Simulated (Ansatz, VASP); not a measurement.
Given: the input of a run of VASP 6.6.1 on NbSN.

The input INCAR:

```
SYSTEM = NbSN
PREC = Accurate
ENCUT = 520
EDIFF = 1E-6
ISMEAR = -1
SIGMA = 0.05
LREAL = .False.
LASPH = .True.
NELM = 100
ALGO = Normal
ISIF = 2
LWAVE = .False.
LCHARG = .False.
GGA = PE
NBANDS = 33
```

The input KPOINTS:

```
Automatic mesh
0
Gamma
  7 7 5
  0 0 0
```

POSCAR

```
NbSN
1.0
    3.5921760000      0.0000000000      0.0000000000
    0.0000000000      3.5921760000      0.0000000000
    0.0000000000      0.0000000000      6.1223160000
Nb S N
2 2 2
Direct
    0.0000000000      0.5000000000      0.8139180000
    0.5000000000      0.0000000000      0.1860820000
    0.0000000000      0.5000000000      0.3835400000
    0.5000000000      0.0000000000      0.6164600000
    0.0000000000      0.0000000000      0.0000000000
    0.5000000000      0.5000000000      0.0000000000
```

Potentials or basis: VASP PAW PBE potentials, release 64 (Nb_sv, S, N).

Command:

```sh
$ cat potpaw_PBE.64/Nb_sv/POTCAR potpaw_PBE.64/S/POTCAR potpaw_PBE.64/N/POTCAR > POTCAR
$ mpirun -np 1 vasp_std > vasp.out
```

Problem. Translate it to Ansatz 0.2.0. Potentials there: Ansatz PAW.

Solution. As run (the cutoff follows the program's own potentials):

The input input.yaml:

```yaml
crystal:
  lattice:
    - [3.592176, 0.0, 0.0]
    - [0.0, 3.592176, 0.0]
    - [0.0, 0.0, 6.122316]
  atoms:
    - { symbol: Nb, position: [0.0, 0.5, 0.813918] }
    - { symbol: Nb, position: [0.5, 0.0, 0.186082] }
    - { symbol: S, position: [0.0, 0.5, 0.38354] }
    - { symbol: S, position: [0.5, 0.0, 0.61646] }
    - { symbol: "N", position: [0.0, 0.0, 0.0] }
    - { symbol: "N", position: [0.5, 0.5, 0.0] }
hamiltonian:
  xc: pbe
  pseudopotentials: { kind: paw }
kpoints:
  mp_grid: { grid: [7, 7, 5] }
scf:
  occupations: { method: fermi_dirac, width: 0.05 }
output:
  forces: true
  stress: true
  eigenvalues: true
```

Potentials or basis: Ansatz PAW.

The run is started by

```sh
$ ansatz run input.yaml --threads 2 --pin off --max-ram 5120MiB --backend cpu --events-out ev --progress --plain --runs-dir out
```

Both were run:

|  | VASP | Ansatz | Ansatz less VASP |
| --- | --- | --- | --- |
| gap on the k mesh at the Fermi level (eV) | none | none | - |
| pressure (GPa) | -3.8 | -3.5 | +0.32 |
| traceless stress, the component that is largest in VASP (GPa) | 0.05 | 0.09 | +0.041 |
| rms of the force components (eV/Å) | 0.158 | 0.156 | -0.0019 |

Atom by atom the forces differ by 0.003 eV/Å (rms over components). A gap of «none» marks a metal or a gap that the smearing closes. The functional is the same, so the differences come from potentials, cutoffs and numerics.
